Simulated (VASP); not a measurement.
# I in VASP: single point with r2SCAN

Aim: the single point of I with r2SCAN.

Program: VASP 6.6.1. These are calculated values, not measurements. Logs are shortened: lines on timing, memory, paths and dates and some standing lists are left out, and cuts for length are marked.

## 1. The cell of the first run

The cell holds a atom, 1 atom: a = 14.000 Å, b = 14.400 Å, c = 14.800 Å, α = 90.00°, β = 90.00°, γ = 90.00°.

## 2. Single point, r2SCAN, collinear spin, ferromagnetic start

POSCAR reads:

```
I
1.0
   14.0000000000      0.0000000000      0.0000000000
    0.0000000000     14.4000000000      0.0000000000
    0.0000000000      0.0000000000     14.8000000000
I
1
Direct
    0.5000000000      0.5000000000      0.5000000000
```

INCAR.step1 reads:

```
ALGO = Normal
EDIFF = 1E-4
ENCUT = 520
GGA = PE
ISMEAR = -1
ISPIN = 2
ISYM = 0
LASPH = True
LCHARG = False
LREAL = False
LWAVE = True
MAGMOM = 1
NBANDS = 14
NELM = 150
PREC = Accurate
SIGMA = 0.01
```

INCAR.step2 reads:

```
ALGO = Normal
EDIFF = 1E-7
ENCUT = 520
ISIF = 2
ISMEAR = -1
ISPIN = 2
ISTART = 1
ISYM = 0
LASPH = True
LCHARG = False
LMIXTAU = True
LORBIT = 11
LREAL = False
LWAVE = False
MAGMOM = 1
METAGGA = R2SCAN
NBANDS = 14
NELM = 150
PREC = Accurate
SIGMA = 0.01
```

KPOINTS reads:

```
k-points
0
Gamma
  1 1 1
```

Potentials or basis: VASP PAW PBE potentials, release 64 (I).

On the command line:

```sh
$ cat potpaw_PBE.64/I/POTCAR > POTCAR
$ cp INCAR.step1 INCAR
$ mpirun -np 1 vasp_gam > vasp.out
$ cp INCAR.step2 INCAR
$ mpirun -np 1 vasp_gam > vasp.out
```

OUTCAR:

```text
EDIFF = 1E-7
   ENCUT = 520
   ISIF = 2
   ISMEAR = -1
   ISPIN = 2
   ISTART = 1
   ISYM = 0
   LASPH = True
   LORBIT = 11
   LREAL = False
   METAGGA = R2SCAN
   NELM = 150
   PREC = Accurate

 ion  position               nearest neighbor table
   1  0.500  0.500  0.500-

IMPORTANT INFORMATION: All symmetrisations will be switched off!
NOSYMM: (Re-)initialisation of all symmetry stuff for point group C_1.

----------------------------------------------------------------------------------------

                                     Primitive cell

  volume of cell :    2983.6800

  direct lattice vectors                    reciprocal lattice vectors
    14.000000000  0.000000000  0.000000000     0.071428571  0.000000000  0.000000000
     0.000000000 14.400000000  0.000000000     0.000000000  0.069444444  0.000000000
     0.000000000  0.000000000 14.800000000     0.000000000  0.000000000  0.067567568

  length of vectors
    14.000000000 14.400000000 14.800000000     0.071428571  0.069444444  0.067567568

  position of ions in fractional coordinates (direct lattice)
     0.500000000  0.500000000  0.500000000

  ion indices of the primitive-cell ions
   primitive index   ion index
                 1           1

----------------------------------------------------------------------------------------

 KPOINTS: k-points

Automatic generation of k-mesh.
 Grid dimensions read from file:
 generate k-points for:    1    1    1

 Generating k-lattice:

  Cartesian coordinates                     Fractional coordinates (reciprocal lattice)
     0.071428571  0.000000000  0.000000000     1.000000000  0.000000000  0.000000000
     0.000000000  0.069444444  0.000000000     0.000000000  1.000000000  0.000000000
     0.000000000  0.000000000  0.067567568     0.000000000  0.000000000  1.000000000

  Length of vectors
     0.071428571  0.069444444  0.067567568

  Shift w.r.t. Gamma in fractional coordinates (k-lattice)
     0.000000000  0.000000000  0.000000000

 Subroutine IBZKPT returns following result:
 ===========================================

 Found      1 irreducible k-points:

 Following reciprocal coordinates:
            Coordinates               Weight
  0.000000  0.000000  0.000000      1.000000
   k-points           NKPTS =      1   k-points in BZ     NKDIM =      1   number of bands    NBANDS=     14
   number of dos      NEDOS =    301   number of ions     NIONS =      1
   total plane-waves  NPLWV = ******
   dimension x,y,z NGX =   108 NGY =  108 NGZ =  112
   dimension x,y,z NGXF=   216 NGYF=  216 NGZF=  224
   ions per type =               1
   NGX,Y,Z   is equivalent  to a cutoff of  12.82, 12.47, 12.58 a.u.
   NGXF,Y,Z  is equivalent  to a cutoff of  25.65, 24.94, 25.16 a.u.
 SYSTEM =  unknown system
   PREC   = accura    normal or accurate (medium, high low for compatibility)
   ISTART =      1    job   : 0-new  1-cont  2-samecut
   ICHARG =      0    charge: 1-file 2-atom 10-const
   ISPIN  =      2    spin polarized calculation?
   LNONCOLLINEAR =      F non collinear calculations
   LSORBIT =      F    spin-orbit coupling
   LASPH  =      T    aspherical Exc in radial PAW
   ENCUT  =  520.0 eV  38.22 Ry    6.18 a.u.  26.03 26.77 27.52*2*pi/ulx,y,z
   NELM   =    150;   NELMIN=  2; NELMDL=  0     # of ELM steps
   EDIFF  = 0.1E-06   stopping-criterion for ELM
   LREAL  =      F    real-space projection
   EDIFFG = 0.1E-05   stopping-criterion for IOM
   NSW    =      0    number of steps for IOM
   IBRION =     -1    ionic relax: 0-MD 1-quasi-New 2-CG
   NFREE  =      0    steps in history (QN), initial steepest desc. (CG)
   ISIF   =      2    stress and relaxation
   ISYM   =      0    0-nonsym 1-usesym 2-fastsym
   POTIM  = 0.5000    time-step for ionic-motion
   TEBEG  =    0.0;   TEEND  =   0.0 temperature during run
   PSTRESS=    0.0 pullay stress
   NELECT =       7.0000    total number of electrons
   NUPDOWN=      -1.0000    fix difference up-down
   EMIN   =  10.00;   EMAX   =-10.00  energy-range for DOS
   EFERMI =   0.00;   METHOD = LEGACY
   ISMEAR =    -1;   SIGMA  =   0.01  broadening in eV -4-tet -1-fermi 0-gaus
   EFERMI_NEDOS =   21; number of points for ismear=-14 and -15
   IALGO  =     38    algorithm
   IMIX   =      4    mixing-type and parameters
     AMIX     =   0.40;   BMIX     =  1.00
     AMIX_MAG =   1.60;   BMIX_MAG =  1.00
  volume/ion in A,a.u.               =    2983.68     20134.87
  Fermi-wavevector in a.u.,A,eV,Ry     =   0.217532  0.411076  0.643831  0.047320
  Thomas-Fermi vector in A             =   0.994525
   LORBIT       =     11    0 simple, 1 ext, 2 COOP (PROOUT), +10 PAW based schemes
   METAGGA = R2SCAN    functional components
   LHFCALC =     F    Hartree Fock is set to
   AEXX    =    0.0000 exact exchange contribution
   IVDW    =     0    specifies the selected vdW correction
   LEPSILON=     F    determine dielectric tensor
   LRPA    =     F    only Hartree local field effects (RPA)
 spin polarized calculation
  energy-cutoff  :      520.00
  volume of cell :     2983.68
 maximum number of plane-waves:     40220
 NGX is ok and might be reduce to   108
   NGX = 53   NGY = 53   NGZ = 55

 number of electron       7.0000000 magnetization       0.9989845

 Free energy of the ion-electron system (eV)
  ---------------------------------------------------
  ext. energy  EPLUGINS =         0.00000000
  ---------------------------------------------------
  free energy    TOTEN  =       -23.30842966 eV

  energy without entropy =      -23.30842966  energy(sigma->0) =      -23.30842966

 E-fermi :  -6.6237     XC(G=0):  -0.2383

 val. band max:       -6.8915353101   @ k =   0.0000   0.0000   0.0000
 cond. band min:      -6.1131083891   @ k =   0.0000   0.0000   0.0000
 fundamental gap:      0.7784269210
 Fermi energy:        -6.6236530764

 spin component 1

 k-point     1 :       0.0000    0.0000    0.0000
  band No.  band energies     occupation
      1     -18.3067      1.00000
      2      -8.5333      1.00000
      3      -7.1986      1.00000
      4      -7.1985      1.00000
      5      -0.0440      0.00000
      6       0.5787      0.00000
      7       0.7326      0.00000
      8       0.7600      0.00000
      9       0.7730      0.00000
     10       0.7880      0.00000
     11       0.7988      0.00000
     12       1.3723      0.00000
     13       1.3857      0.00000
     14       1.3921      0.00000
 Fermi energy:        -6.6236530764

 spin component 2

 k-point     1 :       0.0000    0.0000    0.0000
  band No.  band energies     occupation
      1     -17.2542      1.00000
      2      -6.8916      1.00000
      3      -6.8915      1.00000
      4      -6.1131      0.00000
      5      -0.0063      0.00000
      6       0.6315      0.00000
      7       0.7467      0.00000
      8       0.7613      0.00000
      9       0.7833      0.00000
     10       0.8035      0.00000
     11       0.8073      0.00000
     12       1.4066      0.00000
     13       1.4111      0.00000
     14       1.4317      0.00000

------------------------ aborting loop because EDIFF is reached ----------------------------------------

  FORCE on cell =-STRESS in cart. coord.  units (eV):
  Direction    XX          YY          ZZ          XY          YZ          ZX
  --------------------------------------------------------------------------------------
  -------------------------------------------------------------------------------------
  Total        0.0164014      0.0152035      0.0154784     -0.0003923     -0.0004552      0.0000820
  in kB        0.0088072      0.0081640      0.0083116     -0.0002107     -0.0002444      0.0000441
  external PRESSURE =       0.0084276 kB  Pullay stress =       0.0000000 kB

 VOLUME and BASIS-vectors are now :
 -----------------------------------------------------------------------------
  energy-cutoff  :      520.00
  volume of cell :     2983.68
      direct lattice vectors                 reciprocal lattice vectors
    14.000000000  0.000000000  0.000000000     0.071428571  0.000000000  0.000000000
     0.000000000 14.400000000  0.000000000     0.000000000  0.069444444  0.000000000
     0.000000000  0.000000000 14.800000000     0.000000000  0.000000000  0.067567568

 POSITION                                       TOTAL-FORCE (eV/Angst)
 -----------------------------------------------------------------------------------
      7.00000      7.20000      7.40000        -0.000002      0.000073     -0.000059
 -----------------------------------------------------------------------------------
    total drift:                               -0.000002      0.000073     -0.000059

  FREE ENERGIE OF THE ION-ELECTRON SYSTEM (eV)
  ---------------------------------------------------
  free  energy   TOTEN  =       -23.3084296611 eV

  energy  without entropy=      -23.3084296611  energy(sigma->0) =      -23.30842966

 total charge

# of ion       s       p       d       tot
------------------------------------------
    1        1.523   2.674   0.001   4.198

 magnetization (x)

# of ion       s       p       d       tot
------------------------------------------
    1        0.011   0.569   0.001   0.581
```

Wall time 35 min (1 thread of AMD EPYC 9R45 (Zen 5), shared host); peak memory 4 GiB.

Results:

| Property | Result |
| --- | --- |
| Free energy | -23.3084 eV |
| Pressure | 0.0 GPa |
| Band gap on the k mesh | 0.78 eV |
| Net moment | 1.00 μB per cell |
| Site moments | I +0.58 μB |
| Valence electrons inside the program's atomic spheres | I 4.20 |

Levels at points of the mesh, in eV from the valence-band top:
Spin up:
| k point | band 1 | band 2 | band 3 | band 4 | band 5 | band 6 | band 7 | band 8 |
| --- | --- | --- | --- | --- | --- | --- | --- | --- |
| (0.00, 0.00, 0.00) | -11.42 | -1.64 | -0.31 | -0.31 | 6.85 | 7.47 | 7.62 | 7.65 |
Spin down:
| k point | band 1 | band 2 | band 3 | band 4 | band 5 | band 6 | band 7 | band 8 |
| --- | --- | --- | --- | --- | --- | --- | --- | --- |
| (0.00, 0.00, 0.00) | -10.36 | 0.00 | 0.00 | 0.78 | 6.89 | 7.52 | 7.64 | 7.65 |

Caveat: the PAW data sets were made with another functional, which shifts forces and pressure a little; spin-orbit coupling is left out, which moves the levels of the heavy elements.
